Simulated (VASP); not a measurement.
# Ta4C3 (Cm) in VASP: notebook, part 2 of 2

VASP 6.6.1. The steps go on from the part before.

## Step 4: Single point, PBEsol

This run uses another cell than the first one, of the same volume but with other edges.

INCAR reads:

```
  PREC = Accurate
  ENCUT = 520
  EDIFF = 1E-6
  ISMEAR = 0
  SIGMA = 0.15
  LREAL = False
  LASPH = True
  NELM = 100
  ALGO = Normal
  ISIF = 2
  LWAVE = False
  LCHARG = False
  GGA = PS
  NBANDS = 37
```

KPOINTS reads:

```
regular mesh
0
Gamma
  14 14 4
```

POSCAR reads:

```
Ta4C3
1.0
   -3.1032734570      0.0000000000      0.0000000000
   -1.5516367285     -2.6875136487      0.0000000000
   -2.3272999291     -1.3436672405     10.1645109918
Ta C
4 3
Direct
    0.2155730029      0.2155730029      0.1893666186
   -0.1610359795     -0.1610359795      0.9426348013
   -0.3721122075     -0.3721122075      0.6981042887
    0.4173772581      0.4173772581      0.4524423133
    0.0217539764      0.0217539764      0.5770305159
    0.9482679638      0.9482679638      0.0573012258
   -0.1845077042     -0.1845077042      0.3228702664
```

Potentials or basis: VASP PAW PBE potentials, release 64 (Ta_pv, C).

Command:

```bash
cat potpaw_PBE.64/Ta_pv/POTCAR potpaw_PBE.64/C/POTCAR > POTCAR
mpirun -np 1 vasp_std > vasp.out
```

OUTCAR:

```text
PREC = Accurate
   ENCUT = 520
   EDIFF = 1E-6
   ISMEAR = 0
   LREAL = False
   LASPH = True
   NELM = 100
   ISIF = 2
   GGA = PS

 ion  position               nearest neighbor table
   1  0.216  0.216  0.189-   6 2.24   6 2.24   6 2.24   7 2.25   7 2.25   7 2.25   2 2.95   2 2.95
                             4 3.22   4 3.22   4 3.22
   2  0.839  0.839  0.943-   6 1.47   6 2.64   6 2.64   1 2.95   1 2.95   3 3.06   3 3.06   3 3.06

   3  0.628  0.628  0.698-   5 2.17   5 2.17   5 2.17   2 3.06   2 3.06   2 3.06   4 3.07   4 3.07
                             4 3.07
   4  0.417  0.417  0.452-   5 2.19   5 2.19   5 2.19   7 2.22   7 2.22   7 2.22   3 3.07   3 3.07
                             3 3.07   1 3.22   1 3.22   1 3.22
   5  0.022  0.022  0.577-   3 2.17   3 2.17   3 2.17   4 2.19   4 2.19   4 2.19
   6  0.948  0.948  0.057-   2 1.47   1 2.24   1 2.24   1 2.24   2 2.64   2 2.64
   7  0.815  0.815  0.323-   4 2.22   4 2.22   4 2.22   1 2.25   1 2.25   1 2.25

  LATTYP: Found a base centered monoclinic cell.
 ALAT       =     5.3750272973
 B/A-ratio  =     0.5773502692
 C/A-ratio  =     1.9560375621
 COS(beta)  =    -0.2556017718

  Lattice vectors:

 A1 = (   3.1032734570,   0.0000000000,   0.0000000000)
 A2 = (   1.5516367285,   2.6875136487,   0.0000000000)
 A3 = (  -2.3272999291,  -1.3436672405,  10.1645109918)

Analysis of symmetry for initial positions (statically):
=====================================================================
 Subroutine PRICEL returns:
 Original cell was already a primitive cell.

 Routine SETGRP: Setting up the symmetry group for a
 base centered monoclinic supercell.

 Subroutine GETGRP returns: Found  2 space group operations
 (whereof  2 operations were pure point group operations)
 out of a pool of  4 trial point group operations.

The static configuration has the point symmetry C_1h.

Analysis of symmetry for dynamics (positions and initial velocities):
=====================================================================
 Subroutine PRICEL returns:
[... 143 lines left out ...]
   LORBIT       =      0    0 simple, 1 ext, 2 COOP (PROOUT), +10 PAW based schemes
   GGA     = PS    functional components
   LHFCALC =     F    Hartree Fock is set to
   AEXX    =    0.0000 exact exchange contribution
   IVDW    =     0    specifies the selected vdW correction
   LEPSILON=     F    determine dielectric tensor
   LRPA    =     F    only Hartree local field effects (RPA)
 non-spin polarized calculation
 Gauss-broadening in eV      SIGMA  =   0.15
  energy-cutoff  :      520.00
  volume of cell :       84.77
 maximum number of plane-waves:      2301
   NGX = 11   NGY = 11   NGZ = 39

 number of electron      56.0000002 magnetization

 Free energy of the ion-electron system (eV)
  ---------------------------------------------------
  ext. energy  EPLUGINS =         0.00000000
  ---------------------------------------------------
  free energy    TOTEN  =       -75.70001366 eV

  energy without entropy =      -75.67040047  energy(sigma->0) =      -75.68520707

 E-fermi :   7.1948     XC(G=0): -13.0811

 val. band max:        7.1939761945   @ k =  -0.3571   0.2857   0.5000
 cond. band min:       7.2048020885   @ k =   0.0714   0.0714   0.5000
 fundamental gap:      0.0108258939
 Fermi energy:         7.1948314414

 k-point     1 :       0.0000    0.0000    0.0000
  band No.  band energies     occupation
      1     -28.2025      2.00000
      2     -27.9737      2.00000
      3     -27.5476      2.00000
      4     -27.5469      2.00000
      5     -27.4881      2.00000
      6     -27.2649      2.00000
[... 949 lines left out ...]
     36      10.9659      0.00000
     37      11.3562      0.00000

 [... further k-points ...]

------------------------ aborting loop because EDIFF is reached ----------------------------------------

  FORCE on cell =-STRESS in cart. coord.  units (eV):
  Direction    XX          YY          ZZ          XY          YZ          ZX
  --------------------------------------------------------------------------------------
  -------------------------------------------------------------------------------------
  Total       14.9106193      5.1139496     32.9558596      8.4841648    -13.2405032    -22.9332164
  in kB      281.8052302     96.6517700    622.8536467    160.3476002   -250.2406496   -433.4293700
  external PRESSURE =     333.7702156 kB  Pullay stress =       0.0000000 kB

 VOLUME and BASIS-vectors are now :
 -----------------------------------------------------------------------------
  energy-cutoff  :      520.00
  volume of cell :       84.77
      direct lattice vectors                 reciprocal lattice vectors
    -3.103273457  0.000000000  0.000000000    -0.322240374  0.186045567 -0.049187479
    -1.551636728 -2.687513649  0.000000000     0.000000000 -0.372091134 -0.049187479
    -2.327299929 -1.343667241 10.164510992     0.000000000  0.000000000  0.098381516

 POSITION                                       TOTAL-FORCE (eV/Angst)
 -----------------------------------------------------------------------------------
     -1.44419     -0.83380      1.92482        -0.499087     -0.288148      2.428873
     -6.09910     -3.52131      9.58142        19.746643     11.400730    -28.418609
     -4.54746     -2.62548      7.09589        -0.012707     -0.007336      0.218607
     -2.99582     -1.72964      4.59885         0.044346      0.025603     -0.267484
     -1.44419     -0.83380      5.86523        -0.017868     -0.010316      0.240018
     -4.54746     -2.62548      0.58244       -19.251150    -11.114657     26.159758
     -4.54746     -2.62548      3.28182        -0.010176     -0.005875     -0.361161
 -----------------------------------------------------------------------------------
    total drift:                               -0.000042     -0.000024      0.000216

  FREE ENERGIE OF THE ION-ELECTRON SYSTEM (eV)
  ---------------------------------------------------
  free  energy   TOTEN  =       -75.7000136641 eV

  energy  without entropy=      -75.6704004676  energy(sigma->0) =      -75.68520707
```

OSZICAR:

```text
N       E                     dE             d eps       ncg     rms          rms(c)
DAV:   1     0.520595001715E+03    0.52060E+03   -0.30432E+04 16206   0.158E+03
DAV:   2    -0.551824409717E+02   -0.57578E+03   -0.56080E+03 17751   0.464E+02
DAV:   3    -0.867071292967E+02   -0.31525E+02   -0.30988E+02 20347   0.982E+01
DAV:   4    -0.873848371830E+02   -0.67771E+00   -0.67420E+00 20484   0.139E+01
DAV:   5    -0.873963423916E+02   -0.11505E-01   -0.11492E-01 20171   0.170E+00    0.476E+01
DAV:   6    -0.761149197198E+02    0.11281E+02   -0.59257E+01 20250   0.366E+01    0.200E+01
DAV:   7    -0.761690885972E+02   -0.54169E-01   -0.10698E+01 20855   0.172E+01    0.866E+00
DAV:   8    -0.758618035472E+02    0.30729E+00   -0.74099E+00 20485   0.118E+01    0.424E+00
DAV:   9    -0.757035531295E+02    0.15825E+00   -0.13069E+00 20923   0.641E+00    0.943E-01
DAV:  10    -0.757020855259E+02    0.14676E-02   -0.11845E-01 20281   0.184E+00    0.557E-01
DAV:  11    -0.757003414813E+02    0.17440E-02   -0.25148E-02 20402   0.793E-01    0.251E-01
DAV:  12    -0.757000757460E+02    0.26574E-03   -0.31042E-03 20292   0.342E-01    0.703E-02
DAV:  13    -0.757000153434E+02    0.60403E-04   -0.43424E-04 20112   0.121E-01    0.253E-02
DAV:  14    -0.757000165058E+02   -0.11624E-05   -0.91000E-05 19928   0.514E-02    0.130E-02
DAV:  15    -0.757000146545E+02    0.18513E-05   -0.12690E-05 19686   0.210E-02    0.767E-03
DAV:  16    -0.757000136641E+02    0.99036E-06   -0.77383E-06 16893   0.136E-02
   1 F= -.75700014E+02 E0= -.75685207E+02  d E =-.296132E-01
```

stdout:

```text
POSCAR found type information on POSCAR TaC
 POSCAR found :  2 types and       7 ions
 scaLAPACK will be used
 -----------------------------------------------------------------------------
|                                                                             |
|                                                                             |
|     You enforced a specific xc type in the INCAR file but a different       |
|     I HOPE YOU KNOW WHAT YOU ARE DOING!                                     |
|                                                                             |
 -----------------------------------------------------------------------------

 LDA part: xc-table for (Slater+PW92), standard interpolation
 POSCAR, INCAR and KPOINTS ok, starting setup
 FFT: planning ... GRIDC
 FFT: planning ... GRID_SOFT
 FFT: planning ... GRID
 WAVECAR not read
 entering main loop
```

Wall time 6.1 min (1 thread of Intel Xeon 6975P-C (Granite Rapids), shared host); peak memory 0.59 GiB.

Results:

| Item | Value |
| --- | --- |
| Free energy | -75.7000 eV |
| Pressure | 33.4 GPa |
| Largest force | 36.435 eV/Å |
| Band gap on the k mesh | zero (bands 28 and 29 overlap by 0.42 eV) |

Forces in eV/Å, atoms in the order of the input:
```
Ta   -0.499  -0.288   2.429
Ta   19.747  11.401 -28.419
Ta   -0.013  -0.007   0.219
Ta    0.044   0.026  -0.267
C    -0.018  -0.010   0.240
C   -19.251 -11.115  26.160
C    -0.010  -0.006  -0.361
```

Caveat: atoms lie so close that the PAW spheres overlap strongly, which falsifies energies and pressures; the cell stands under pressure; the PAW data sets were made with another functional, which shifts forces and pressure a little; spin-orbit coupling is left out, which moves the levels of the heavy elements.

## Step 5: Summary

```tsv
cell	gap on the mesh (eV)	pressure (GPa)	largest force (eV/Å)
a = 3.103, b = 3.103, c = 10.204 Å, angles 94.4, 94.4, 60.0°, 7 atoms	none	9.7	5.84
a = 3.103, b = 3.103, c = 10.204 Å, angles 85.6, 85.6, 60.0°, 7 atoms	none	34.8	35.80
a = 3.103, b = 3.103, c = 10.514 Å, angles 77.2, 77.2, 60.0°, 7 atoms	none	33.4	36.44
```

Alike in all rows: task single point; level PBEsol; potentials or basis VASP PAW PBE potentials, release 64 (Ta_pv, C); no spin polarisation; k mesh 14 × 14 × 4; cutoff (eV) 520; smearing gaussian 0.15 eV.

Caveats: the cell stands under pressure; the PAW data sets were made with another functional, which shifts forces and pressure a little; spin-orbit coupling is left out, which moves the levels of the heavy elements; atoms lie so close that the PAW spheres overlap strongly, which falsifies energies and pressures (at least some runs).

Absolute energies hang on the potentials; compare differences alone.
